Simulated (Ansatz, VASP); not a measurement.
Mo: VASP beside Ansatz

```xyz
1
Lattice="2.7368 0.0000 0.0000 -1.3684 2.3701 0.0000 0.0000 0.0000 2.5126" Properties=species:S:1:pos:R:3 pbc="T T T"
Mo    0.0000    0.0000    1.2563
```

Alike in both runs: functional PBEsol; k mesh 14 × 14 × 13; occupations gaussian, width 0.1 eV; no spin polarisation.

Ansatz relaxed the structure, and its values are those at the end. VASP's run is a single point on that final structure, the one shown.

|  | VASP | Ansatz |
| --- | --- | --- |
| version | VASP 6.6.1 | Ansatz 0.2.0 |
| potentials or method | VASP PAW PBE potentials, release 64 (Mo_sv) | plane waves, PAW |
| plane-wave cutoff (eV) | 520 | 420 |
| valence electrons in the cell | 14 | 14 |

Ansatz gave:

- pressure (GPa): 0.0

Q: What did VASP give for the same quantities?

A: Pressure (GPa): 0.6.

VASP's potentials were made for PBE, not for PBEsol.
